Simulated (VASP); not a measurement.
# CaHg (Pm-3m) in VASP: single point with LDA

Aim: the single point of CaHg with LDA.

Program: VASP 6.6.1. These are calculated values, not measurements. Logs are shortened: lines on timing, memory, paths and dates and some standing lists are left out, and cuts for length are marked.

**1. The cell of the first run**

It takes space group Pm-3m (No. 221, cubic). The conventional cell has a = 3.755 Å, b = 3.755 Å, c = 3.755 Å, α = 90.00°, β = 90.00°, γ = 90.00°. Within 4.3 Å of Ca (site symmetry m-3m) lie 8 Hg at 3.25 Å and 6 Ca at 3.75 Å. Hg (site symmetry m-3m) has 8 Ca at 3.25 Å and 6 Hg at 3.75 Å within 4.3 Å.

**2. Single point, LDA, collinear spin, zero start**

INCAR

```
SYSTEM = CaHg
PREC = Accurate ; ENCUT = 520
EDIFF = 1E-6 ; ISMEAR = 1
SIGMA = 0.15 ; LREAL = .False.
LASPH = .True. ; NELM = 150
ALGO = Normal ; ISIF = 2
LWAVE = .False. ; LCHARG = .True.
ISPIN = 2 ; MAGMOM = 0 0
LORBIT = 11 ; GGA = CA
LELF = .True. ; LVHAR = .True.
NBANDS = 22
```

KPOINTS

```
Automatic mesh
0
Gamma
  6 6 6
  0 0 0
```

POSCAR

```
CaHg
1.0
    3.7546550000      0.0000000000      0.0000000000
    0.0000000000      3.7546550000      0.0000000000
    0.0000000000      0.0000000000      3.7546550000
Ca Hg
1 1
Direct
    0.0000000000      0.0000000000      0.0000000000
    0.5000000000      0.5000000000      0.5000000000
```

Potentials or basis: VASP PAW LDA potentials, release 64 (Ca_sv, Hg).

On the command line:

```sh
cat potpaw_LDA.64/Ca_sv/POTCAR potpaw_LDA.64/Hg/POTCAR > POTCAR
mpirun -np 1 vasp_std > vasp.out
```

OUTCAR:

```text
SYSTEM = CaHg
   PREC = Accurate
   ENCUT = 520
   EDIFF = 1E-6
   ISMEAR = 1
   LREAL = .False.
   LASPH = .True.
   NELM = 150
   ISIF = 2
   ISPIN = 2
   LORBIT = 11
   GGA = CA

 ion  position               nearest neighbor table
   1  0.000  0.000  0.000-   2 3.25   2 3.25   2 3.25   2 3.25   2 3.25   2 3.25   2 3.25   2 3.25

   2  0.500  0.500  0.500-   1 3.25   1 3.25   1 3.25   1 3.25   1 3.25   1 3.25   1 3.25   1 3.25

  LATTYP: Found a simple cubic cell.
 ALAT       =     3.7546550000

  Lattice vectors:

 A1 = (   3.7546550000,   0.0000000000,   0.0000000000)
 A2 = (   0.0000000000,   3.7546550000,   0.0000000000)
 A3 = (   0.0000000000,   0.0000000000,   3.7546550000)

Analysis of symmetry for initial positions (statically):
=====================================================================
 Subroutine PRICEL returns:
 Original cell was already a primitive cell.

 Routine SETGRP: Setting up the symmetry group for a
 simple cubic supercell.

 Subroutine GETGRP returns: Found 48 space group operations
 (whereof 48 operations were pure point group operations)
 out of a pool of 48 trial point group operations.

The static configuration has the point symmetry O_h .

Analysis of symmetry for dynamics (positions and initial velocities):
=====================================================================
 Subroutine PRICEL returns:
 Original cell was already a primitive cell.

 Routine SETGRP: Setting up the symmetry group for a
 simple cubic supercell.

 Subroutine GETGRP returns: Found 48 space group operations
 (whereof 48 operations were pure point group operations)
 out of a pool of 48 trial point group operations.

The dynamic configuration has the point symmetry O_h .

Analysis of structural, dynamic, and magnetic symmetry:
=====================================================================
 Subroutine PRICEL returns:
 Original cell was already a primitive cell.

 Routine SETGRP: Setting up the symmetry group for a
 simple cubic supercell.

 Subroutine GETGRP returns: Found 48 space group operations
 (whereof 48 operations were pure point group operations)
 out of a pool of 48 trial point group operations.

The overall configuration has the point symmetry O_h .

 Subroutine INISYM returns: Found 48 space group operations
 (whereof 48 operations are pure point group operations),
 and found     1 'primitive' translations

[... 112 lines left out ...]
  Thomas-Fermi vector in A             =   2.356912
   LORBIT       =     11    0 simple, 1 ext, 2 COOP (PROOUT), +10 PAW based schemes
   GGA     = CA    functional components
   LHFCALC =     F    Hartree Fock is set to
   AEXX    =    0.0000 exact exchange contribution
   IVDW    =     0    specifies the selected vdW correction
   LEPSILON=     F    determine dielectric tensor
   LRPA    =     F    only Hartree local field effects (RPA)
 spin polarized calculation
 Methfessel and Paxton  Order N= 1 SIGMA  =   0.15
  energy-cutoff  :      520.00
  volume of cell :       52.93
 maximum number of plane-waves:      1452
 NGX is ok and might be reduce to    28
   NGX = 13   NGY = 13   NGZ = 13

 number of electron      22.0000000 magnetization       0.0000005

 number of electron      22.0000000 magnetization      -0.0000021

 Free energy of the ion-electron system (eV)
  ---------------------------------------------------
  ext. energy  EPLUGINS =         0.00000000
  ---------------------------------------------------
  free energy    TOTEN  =        -4.46618878 eV

  energy without entropy =       -4.46038064  energy(sigma->0) =       -4.46425273

 E-fermi :   3.0473     XC(G=0): -10.0978

 val. band max:        3.0326360215   @ k =   0.5000   0.3333   0.3333
 cond. band min:       3.0719239799   @ k =   0.3333   0.3333   0.3333
 fundamental gap:      0.0392879584
 Fermi energy:         3.0472672517

 spin component 1

 k-point     1 :       0.0000    0.0000    0.0000
  band No.  band energies     occupation
      1     -37.7670      1.00000
      2     -19.0302      1.00000
      3     -19.0302      1.00000
      4     -19.0302      1.00000
      5      -4.4303      1.00000
      6      -4.4303      1.00000
[... 489 lines left out ...]
     21      10.7231      0.00000
     22      10.7231      0.00000
 Fermi energy:         3.0472672517

 spin component 2

 k-point     1 :       0.0000    0.0000    0.0000
  band No.  band energies     occupation
      1     -37.7670      1.00000
      2     -19.0302      1.00000
      3     -19.0302      1.00000
      4     -19.0302      1.00000
      5      -4.4303      1.00000
      6      -4.4303      1.00000
[... 489 lines left out ...]
     21      10.7231      0.00000
     22      10.7231      0.00000

------------------------ aborting loop because EDIFF is reached ----------------------------------------

  FORCE on cell =-STRESS in cart. coord.  units (eV):
  Direction    XX          YY          ZZ          XY          YZ          ZX
  --------------------------------------------------------------------------------------
  -------------------------------------------------------------------------------------
  Total       -0.8971681     -0.8971681     -0.8971681     -0.0000000      0.0000000      0.0000000
  in kB      -27.1565305    -27.1565305    -27.1565305     -0.0000000      0.0000000      0.0000000
  external PRESSURE =     -27.1565305 kB  Pullay stress =       0.0000000 kB

 VOLUME and BASIS-vectors are now :
 -----------------------------------------------------------------------------
  energy-cutoff  :      520.00
  volume of cell :       52.93
      direct lattice vectors                 reciprocal lattice vectors
     3.754655000  0.000000000  0.000000000     0.266336055  0.000000000  0.000000000
     0.000000000  3.754655000  0.000000000     0.000000000  0.266336055  0.000000000
     0.000000000  0.000000000  3.754655000     0.000000000  0.000000000  0.266336055

 POSITION                                       TOTAL-FORCE (eV/Angst)
 -----------------------------------------------------------------------------------
      0.00000      0.00000      0.00000         0.000000      0.000000      0.000000
      1.87733      1.87733      1.87733         0.000000      0.000000      0.000000
 -----------------------------------------------------------------------------------
    total drift:                                0.000000      0.000000      0.000000

  FREE ENERGIE OF THE ION-ELECTRON SYSTEM (eV)
  ---------------------------------------------------
  free  energy   TOTEN  =        -4.4661887818 eV

  energy  without entropy=       -4.4603806354  energy(sigma->0) =       -4.46425273

 total charge

# of ion       s       p       d       tot
------------------------------------------
    1        2.067   5.830   0.238   8.135
    2        0.925   0.367   9.241  10.533
--------------------------------------------------
tot          2.992   6.197   9.479  18.668

 magnetization (x)

# of ion       s       p       d       tot
------------------------------------------
    1        0.000   0.000  -0.000   0.000
    2       -0.000   0.000  -0.000  -0.000
--------------------------------------------------
tot          0.000   0.000  -0.000  -0.000
```

OSZICAR:

```text
N       E                     dE             d eps       ncg     rms          rms(c)
DAV:   1     0.182060591723E+03    0.18206E+03   -0.10930E+04  1760   0.972E+02
DAV:   2     0.619553053989E+00   -0.18144E+03   -0.17271E+03  1994   0.276E+02
DAV:   3    -0.464513855712E+01   -0.52647E+01   -0.52080E+01  2178   0.489E+01
DAV:   4    -0.482500088088E+01   -0.17986E+00   -0.17951E+00  2242   0.666E+00
DAV:   5    -0.482699161555E+01   -0.19907E-02   -0.19905E-02  2076   0.598E-01    0.399E+00
DAV:   6    -0.448208757765E+01    0.34490E+00   -0.85853E-01  1968   0.726E+00    0.258E+00
DAV:   7    -0.447154397155E+01    0.10544E-01   -0.45274E-02  1868   0.145E+00    0.138E+00
DAV:   8    -0.446634975471E+01    0.51942E-02   -0.71431E-03  1862   0.789E-01    0.117E-01
DAV:   9    -0.446619538451E+01    0.15437E-03   -0.33753E-04  2596   0.128E-01    0.484E-02
DAV:  10    -0.446618945015E+01    0.59344E-05   -0.22171E-05  2156   0.283E-02    0.159E-02
DAV:  11    -0.446618878185E+01    0.66830E-06   -0.41125E-06  2020   0.905E-03
   1 F= -.44661888E+01 E0= -.44642527E+01  d E =-.580815E-02  mag=     0.0000
```

Run time: 17 s. Hardware: 1 thread of Intel Xeon Platinum 8488C (Sapphire Rapids), shared host; peak memory 0.17 GiB.

Results:

```
Free energy                                           : -4.4662 eV
Pressure                                              : -2.7 GPa
Band gap on the k mesh                                : zero (filled and empty bands overlap)
Net moment                                            : 0.00 μB per cell
Valence electrons inside the program's atomic spheres : Ca 8.13; Hg 10.53
```

Caveat: spin-orbit coupling is left out, which moves the levels of the heavy elements.
